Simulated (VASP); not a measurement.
# Al2O3 (P-3m1) in VASP: single point with LDA

Aim: the single point of Al2O3 with LDA.

Everything below comes from runs of VASP 6.6.1. Logs are shortened: lines on timing, memory, paths and dates and some standing lists are left out, and cuts for length are marked.

## Step 1: The cell of the first run

The structure is trigonal, space group P-3m1 (No. 164). Conventional cell: a = 3.017 Å, b = 3.017 Å, c = 7.575 Å, α = 90.00°, β = 90.00°, γ = 120.00°. Within 2.2 Å of Al (site symmetry 3m) lie 4 O at 1.68 to 1.84 Å. Within 2.4 Å of O (site symmetry 3m) lie 3 Al at 1.84 Å. O (site symmetry -3m) has 2 Al at 1.68 Å within 2.2 Å.

## Step 2: Single point, LDA

Contents of INCAR:

```
SYSTEM = Al2O3
PREC     = Accurate       ! precision mode
ENCUT    = 520            ! plane-wave cutoff, eV
EDIFF    = 1E-7           ! SCF threshold, eV
ISMEAR   = 1              ! smearing method
SIGMA    = 0.02           ! smearing width, eV
LREAL    = .False.        ! projectors in reciprocal space
LASPH    = .True.         ! aspherical terms in the spheres
NELM     = 100            ! most SCF steps
ALGO     = Normal         ! electronic algorithm
ISIF     = 2              ! what is computed and relaxed
LWAVE    = .False.        ! write WAVECAR
LCHARG   = .True.         ! write CHGCAR
LELF     = .True.         ! ELF
LVHAR    = .True.       
NBANDS   = 20             ! bands
```

Contents of KPOINTS:

```
Automatic mesh
0
Gamma
  7 7 3
  0 0 0
```

Contents of POSCAR:

```
Al2O3
1.0
    3.0174830000      0.0000000000      0.0000000000
   -1.5087410000      2.6132170000      0.0000000000
    0.0000000000      0.0000000000      7.5746360000
Al O
2 3
Direct
    0.0000000000      0.0000000000      0.2779510000
    0.0000000000      0.0000000000      0.7220490000
    0.3333333333      0.6666666667      0.1994540000
    0.6666666667      0.3333333333      0.8005460000
    0.0000000000      0.0000000000      0.5000000000
```

Potentials or basis: VASP PAW LDA potentials, release 64 (Al, O).

Run with:

```console
$ cat potpaw_LDA.64/Al/POTCAR potpaw_LDA.64/O/POTCAR > POTCAR
$ mpirun -np 1 vasp_std > vasp.out
```

OUTCAR:

```text
SYSTEM = Al2O3
   PREC = Accurate
   ENCUT = 520
   EDIFF = 1E-7
   ISMEAR = 1
   LREAL = .False.
   LASPH = .True.
   NELM = 100
   ISIF = 2

 ion  position               nearest neighbor table
   1  0.000  0.000  0.278-   5 1.68   3 1.84   3 1.84   3 1.84   2 3.36
   2  0.000  0.000  0.722-   5 1.68   4 1.84   4 1.84   4 1.84   1 3.36
   3  0.333  0.667  0.199-   1 1.84   1 1.84   1 1.84
   4  0.667  0.333  0.801-   2 1.84   2 1.84   2 1.84
   5  0.000  0.000  0.500-   1 1.68   2 1.68

  LATTYP: Found a hexagonal cell.
 ALAT       =     3.0174830000
 C/A-ratio  =     2.5102497678

  Lattice vectors:

 A1 = (   3.0174830000,   0.0000000000,   0.0000000000)
 A2 = (  -1.5087410000,   2.6132170000,   0.0000000000)
 A3 = (   0.0000000000,   0.0000000000,   7.5746360000)

Analysis of symmetry for initial positions (statically):
=====================================================================
 Subroutine PRICEL returns:
 Original cell was already a primitive cell.

 Routine SETGRP: Setting up the symmetry group for a
 hexagonal supercell.

 Subroutine GETGRP returns: Found 12 space group operations
 (whereof 12 operations were pure point group operations)
 out of a pool of 24 trial point group operations.

The static configuration has the point symmetry D_3d.

Analysis of symmetry for dynamics (positions and initial velocities):
=====================================================================
 Subroutine PRICEL returns:
 Original cell was already a primitive cell.

 Routine SETGRP: Setting up the symmetry group for a
 hexagonal supercell.

 Subroutine GETGRP returns: Found 12 space group operations
 (whereof 12 operations were pure point group operations)
 out of a pool of 24 trial point group operations.

The dynamic configuration has the point symmetry D_3d.

 Subroutine INISYM returns: Found 12 space group operations
 (whereof 12 operations are pure point group operations),
 and found     1 'primitive' translations

----------------------------------------------------------------------------------------

[... 87 lines left out ...]
   ISPIN  =      1    spin polarized calculation?
   LNONCOLLINEAR =      F non collinear calculations
   LSORBIT =      F    spin-orbit coupling
   LASPH  =      T    aspherical Exc in radial PAW
   ENCUT  =  520.0 eV  38.22 Ry    6.18 a.u.   5.61  5.61 14.08*2*pi/ulx,y,z
   NELM   =    100;   NELMIN=  2; NELMDL= -5     # of ELM steps
   EDIFF  = 0.1E-06   stopping-criterion for ELM
   LREAL  =      F    real-space projection
   EDIFFG = 0.1E-05   stopping-criterion for IOM
   NSW    =      0    number of steps for IOM
   IBRION =     -1    ionic relax: 0-MD 1-quasi-New 2-CG
   NFREE  =      0    steps in history (QN), initial steepest desc. (CG)
   ISIF   =      2    stress and relaxation
   ISYM   =      2    0-nonsym 1-usesym 2-fastsym
   POTIM  = 0.5000    time-step for ionic-motion
   TEBEG  =    0.0;   TEEND  =   0.0 temperature during run
   PSTRESS=    0.0 pullay stress
   NELECT =      24.0000    total number of electrons
   NUPDOWN=      -1.0000    fix difference up-down
   EMIN   =  10.00;   EMAX   =-10.00  energy-range for DOS
   EFERMI =   0.00;   METHOD = LEGACY
   ISMEAR =     1;   SIGMA  =   0.02  broadening in eV -4-tet -1-fermi 0-gaus
   EFERMI_NEDOS =   21; number of points for ismear=-14 and -15
   IALGO  =     38    algorithm
   IMIX   =      4    mixing-type and parameters
     AMIX     =   0.40;   BMIX     =  1.00
     AMIX_MAG =   1.60;   BMIX_MAG =  1.00
  volume/ion in A,a.u.               =      11.95        80.61
  Fermi-wavevector in a.u.,A,eV,Ry     =   1.208049  2.282882 19.856103  1.459382
  Thomas-Fermi vector in A             =   2.343668
   LORBIT       =      0    0 simple, 1 ext, 2 COOP (PROOUT), +10 PAW based schemes
   GGA     = CA    functional components
   LHFCALC =     F    Hartree Fock is set to
   AEXX    =    0.0000 exact exchange contribution
   IVDW    =     0    specifies the selected vdW correction
   LEPSILON=     F    determine dielectric tensor
   LRPA    =     F    only Hartree local field effects (RPA)
 non-spin polarized calculation
 Methfessel and Paxton  Order N= 1 SIGMA  =   0.02
  energy-cutoff  :      520.00
  volume of cell :       59.73
 maximum number of plane-waves:      1636
 NGX is ok and might be reduce to    24
   NGX = 11   NGY = 11   NGZ = 29

 number of electron      24.0000013 magnetization

 Free energy of the ion-electron system (eV)
  ---------------------------------------------------
  ext. energy  EPLUGINS =         0.00000000
  ---------------------------------------------------
  free energy    TOTEN  =       -39.68501642 eV

  energy without entropy =      -39.68506376  energy(sigma->0) =      -39.68503220

 E-fermi :   3.5179     XC(G=0): -10.2358

 val. band max:        3.5012630065   @ k =   0.0000   0.0000   0.0000
 cond. band min:       5.6889367208   @ k =   0.0000   0.0000   0.0000
 fundamental gap:      2.1876737143
 Fermi energy:         3.5179127204

 k-point     1 :       0.0000    0.0000    0.0000
  band No.  band energies     occupation
      1     -15.8231      2.00000
      2     -15.6163      2.00000
      3     -13.0575      2.00000
      4      -2.3771      2.00000
      5      -1.0166      2.00000
      6      -0.2144      2.00000
[... 449 lines left out ...]
     19      14.4615      0.00000
     20      15.1220      0.00000

------------------------ aborting loop because EDIFF is reached ----------------------------------------

  FORCE on cell =-STRESS in cart. coord.  units (eV):
  Direction    XX          YY          ZZ          XY          YZ          ZX
  --------------------------------------------------------------------------------------
  -------------------------------------------------------------------------------------
  Total       -2.9086617     -2.9086619     -2.6461280     -0.0000006     -0.0000000     -0.0000000
  in kB      -78.0228345    -78.0228385    -70.9805487     -0.0000149     -0.0000000     -0.0000000
  external PRESSURE =     -75.6754072 kB  Pullay stress =       0.0000000 kB

 VOLUME and BASIS-vectors are now :
 -----------------------------------------------------------------------------
  energy-cutoff  :      520.00
  volume of cell :       59.73
      direct lattice vectors                 reciprocal lattice vectors
     3.017483000  0.000000000  0.000000000     0.331402033  0.191334985  0.000000000
    -1.508741000  2.613217000  0.000000000     0.000000000  0.382670096  0.000000000
     0.000000000  0.000000000  7.574636000     0.000000000  0.000000000  0.132019545

 POSITION                                       TOTAL-FORCE (eV/Angst)
 -----------------------------------------------------------------------------------
      0.00000      0.00000      2.10538        -0.000000      0.000000      0.113423
      0.00000      0.00000      5.46926        -0.000000     -0.000000     -0.113423
      0.00000      1.74214      1.51079        -0.000000      0.000000      0.429952
      1.50874      0.87107      6.06384         0.000000     -0.000000     -0.429952
      0.00000      0.00000      3.78732        -0.000000      0.000000      0.000000
 -----------------------------------------------------------------------------------
    total drift:                                0.000000      0.000000     -0.000000

  FREE ENERGIE OF THE ION-ELECTRON SYSTEM (eV)
  ---------------------------------------------------
  free  energy   TOTEN  =       -39.6850164192 eV

  energy  without entropy=      -39.6850637572  energy(sigma->0) =      -39.68503220
```

stdout:

```text
POSCAR found type information on POSCAR AlO
 POSCAR found :  2 types and       5 ions
 scaLAPACK will be used
 LDA part: xc-table for (Slater(with rela. corr.)+CA(PZ))
 , standard interpolation
 POSCAR, INCAR and KPOINTS ok, starting setup
 FFT: planning ... GRIDC
 FFT: planning ... GRID_SOFT
 FFT: planning ... GRID
 WAVECAR not read
 entering main loop
```

Run time: 16 s. Hardware: 1 thread of AMD EPYC 9R45 (Zen 5), shared host; peak memory 0.12 GiB.

What came out:

```
Free energy            : -39.6850 eV
Pressure               : -7.6 GPa
Largest force          : 0.430 eV/Å
Band gap on the k mesh : 2.19 eV, direct
```

Forces on the atoms (eV/Å):
```
Al   0.000  0.000  0.113
Al   0.000  0.000 -0.113
O    0.000  0.000  0.430
O    0.000  0.000 -0.430
O    0.000  0.000  0.000
```

Stress tensor (GPa, compression positive):
```
-7.80  0.00  0.00
 0.00 -7.80  0.00
 0.00  0.00 -7.10
```

Levels at points of the mesh, in eV from the valence-band top:
| k point | band 10 | band 11 | band 12 | band 13 | band 14 | band 15 |
| --- | --- | --- | --- | --- | --- | --- |
| (0.00, 0.00, 0.00) | -2.33 | 0.00 | 0.00 | 2.19 | 4.18 | 7.17 |
